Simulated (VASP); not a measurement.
Write the native input for VASP 6.6.1 that does the following.

| Property | Result |
| --- | --- |
| Task | relaxation of cell and atoms |
| Functional | PBEsol |
| Potentials or basis | VASP PAW PBE potentials, release 64 (Al, Cu) |
| Cutoff | 600 eV |
| k mesh | 12 × 12 × 12 |
| Occupations | gaussian, width 0.1 eV |
| Spin | no spin polarisation |
| Target pressure | -3 GPa |
| Dipole correction | no |
| Further INCAR settings | ALGO = Fast; EDIFF = 1e-06; IBRION = 2; EDIFFG = -0.008; NSW = 70; ISIF = 3 |

The structure of AlCu3 lies in POSCAR:

```
AlCu3
1.0
    3.6663419469      0.0000000000      0.0000000000
    0.0000000000      3.6663419469      0.0000000000
    0.0000000000      0.0000000000      3.6663419469
Al Cu
1 3
Direct
    0.0000000000      0.0000000000      0.0000000000
    0.5000000000      0.5000000000      0.0000000000
    0.5000000000      0.0000000000      0.5000000000
    0.0000000000      0.5000000000      0.5000000000
```

One way to write it, as run:

INCAR

```
SYSTEM = AlCu3
PREC = Accurate
ENCUT = 600
EDIFF = 1E-6
ISMEAR = 0
SIGMA = 0.1
LREAL = .FALSE.
LASPH = .TRUE.
NELM = 100
ALGO = Fast
ISIF = 3
LWAVE = .FALSE.
LCHARG = .FALSE.
GGA = PS
IBRION = 2
NSW = 70
EDIFFG = -0.008
PSTRESS = -30.0
```

KPOINTS

```
Automatic mesh
0
G
  12 12 12
  0 0 0
```

Potentials or basis: VASP PAW PBE potentials, release 64 (Al, Cu).

Run with:

```bash
$ cat potpaw_PBE.64/Al/POTCAR potpaw_PBE.64/Cu/POTCAR > POTCAR
$ mpirun -np 1 vasp_std > vasp.out
```

It gave:

```
Relaxed volume                                             : 12.28 Å³/atom
Relaxed cell                                               : a = 3.662 Å, b = 3.662 Å, c = 3.662 Å, α = 90.00°, β = 90.00°, γ = 90.00°
Space group after relaxing (to 0.1 Å)                      : Pm-3m (No. 221)
Energy change on relaxing (the run minimises the enthalpy) : -0.9 meV/atom
Ionic steps                                                : 4
Pressure after relaxing                                    : -3.0 GPa
Band gap on the k mesh                                     : zero (bands 18 and 19 overlap by 5.44 eV)
```

Caveat: the cell is relaxed towards a set pressure, so the run minimises the enthalpy, not the energy; the PAW data sets were made with another functional, which shifts forces and pressure a little.

Run time: 6.4 min on 1 thread of Intel Xeon 8259CL, on a shared host, peak memory 0.24 GiB.
